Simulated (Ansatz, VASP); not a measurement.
## Two plane-wave programs on Al

The input POSCAR:

```
Al
1.0
   -1.5912186900      1.5912186900      1.5434821293
    1.5912186900     -1.5912186900      1.5434821293
    1.5912186900      1.5912186900     -1.5434821293
Al
1
Direct
    0.0000000000      0.0000000000      0.0000000000
```

File INCAR.step1:

```
PREC = Accurate ; ENCUT = 520
ISMEAR = 0 ; SIGMA = 0.15
LREAL = F ; LASPH = T
NELM = 100 ; NBANDS = 8
GGA = PE ; ALGO = Normal
EDIFF = 1E-4 ; LWAVE = T
LCHARG = F
```

Contents of INCAR.step2:

```
PREC = Accurate ; ENCUT = 520
EDIFF = 1E-6 ; ISMEAR = 0
SIGMA = 0.15 ; LREAL = F
LASPH = T ; NELM = 100
ALGO = Normal ; ISIF = 2
LWAVE = F ; LCHARG = F
METAGGA = R2SCAN ; LMIXTAU = T
NBANDS = 8 ; ISTART = 1
```

KPOINTS

```
Automatic mesh
0
Gamma
  20 20 20
```

Input for Ansatz:

```yaml
crystal:
  lattice:
    - [-1.59121869, 1.59121869, 1.5434821293]
    - [1.59121869, -1.59121869, 1.5434821293]
    - [1.59121869, 1.59121869, -1.5434821293]
  atoms:
    - { symbol: Al, position: [0.0, 0.0, 0.0] }
basis:
  ecutwfc: 500
kpoints:
  mp_grid: { grid: [20, 20, 20] }
hamiltonian:
  xc: r2scan
scf:
  occupations: { method: gaussian, width: 0.15 }
output:
  forces: true
  stress: true
  eigenvalues: true
  write_density: true
  write_potential: true
  elf: true
  volumetric_format: npy
```

Change from the starting cell: strain +0.000 along x and y, -0.030 along z, atoms carried along.

Alike in both runs: task single point; functional r2SCAN; k mesh 20 × 20 × 20; occupations gaussian, width 0.15 eV; no spin polarisation.

|  | VASP | Ansatz |
| --- | --- | --- |
| version | VASP 6.6.1 | Ansatz 0.2.0 |
| potentials or method | VASP PAW PBE potentials, release 64 (Al), cutoff 520 eV | scalar-relativistic, plane waves, PAW |
| valence electrons in the cell | 3 | 3 |

Ansatz gave:

```
gap on the k mesh at the Fermi level (eV)                     : none
pressure (GPa)                                                : 3.2
traceless stress, the component that is largest in VASP (GPa) : -1.04
```

Question: Which values does VASP return?

Answer: gap on the k mesh at the Fermi level (eV): none; pressure (GPa): 2.9; traceless stress, the component that is largest in VASP (GPa): -1.04.

VASP's potentials were made for PBE, not for r2SCAN. A gap of «none» marks a metal or a gap that the smearing closes. With one functional, cell and mesh, what is left measures potentials, basis and numerics.
